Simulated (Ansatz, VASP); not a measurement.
**One calculation of WS2, two programs**

File INCAR:

```
SYSTEM = WS2
PREC = Accurate ; ENCUT = 520
EDIFF = 1E-6 ; ISMEAR = 0
SIGMA = 0.05 ; LREAL = .False.
LASPH = .True. ; NELM = 80
ALGO = Normal ; ISIF = 2
LWAVE = .False. ; LCHARG = .False.
GGA = CA ; NBANDS = 35
```

KPOINTS

```
regular mesh
0
Gamma
  12 12 4
  0 0 0
```

POSCAR

```
WS2
1.0
    3.1812289120      0.0000000000      0.0000000000
   -1.5906144560      2.7550250530      0.0000000000
    0.0000000000      0.0000000000     12.3643864273
W S
2 4
Direct
    0.3333333333      0.6666666667      0.2500000000
    0.6666666667      0.3333333333      0.7500000000
    0.3333333333      0.6666666667      0.6008596918
    0.6666666667      0.3333333333      0.1008596918
    0.3333333333      0.6666666667      0.8991403082
    0.6666666667      0.3333333333      0.3991403082
```

Input for Ansatz:

```yaml
crystal:
  lattice:
    - [3.181228912, 0.0, 0.0]
    - [-1.590614456, 2.755025053, 0.0]
    - [0.0, 0.0, 12.3643864273]
  atoms:
    - { symbol: W, position: [0.3333333333, 0.6666666667, 0.25] }
    - { symbol: W, position: [0.6666666667, 0.3333333333, 0.75] }
    - { symbol: S, position: [0.3333333333, 0.6666666667, 0.6008596918] }
    - { symbol: S, position: [0.6666666667, 0.3333333333, 0.1008596918] }
    - { symbol: S, position: [0.3333333333, 0.6666666667, 0.8991403082] }
    - { symbol: S, position: [0.6666666667, 0.3333333333, 0.3991403082] }
basis:
  ecutwfc: 420
kpoints:
  mp_grid: { grid: [12, 12, 4] }
hamiltonian:
  xc: lda
  pseudopotentials: { kind: paw, azcp: { folder: soft_1 } }
scf:
  occupations: { method: gaussian, width: 0.05 }
output:
  forces: true
  stress: true
  eigenvalues: true
  write_density: true
  write_potential: true
  elf: true
  volumetric_format: npy
```

Alike in both runs: task single point; functional LDA; k mesh 12 × 12 × 4; occupations gaussian, width 0.05 eV; no spin polarisation.

|  | VASP | Ansatz |
| --- | --- | --- |
| version | VASP 6.6.1 | Ansatz 0.2.0 |
| potentials or method | VASP PAW LDA potentials, release 64 (W_sv, S), cutoff 520 eV | scalar-relativistic, plane waves, PAW |
| valence electrons in the cell | 52 | 52 |

Ansatz gave:

```
gap on the k mesh at the Fermi level (eV)                     : 0.37
least direct gap on the mesh (eV)                             : 0.99
pressure (GPa)                                                : -25.3
traceless stress, the component that is largest in VASP (GPa) : -16.74
rms of the force components (eV/Å)                            : 1.963
```

Estimate VASP's values.

gap on the k mesh at the Fermi level (eV): 0.37; least direct gap on the mesh (eV): 0.99; pressure (GPa): -25.1; traceless stress, the component that is largest in VASP (GPa): -16.73; rms of the force components (eV/Å): 1.952.

Ansatz warns that its potentials were made for another functional, while VASP's fit it. LDA's correlation is that of Perdew and Zunger in VASP and of Perdew and Wang (1992) in Ansatz. Atom by atom the forces differ by 0.010 eV/Å (rms over components).

Neither program's run includes spin-orbit coupling.
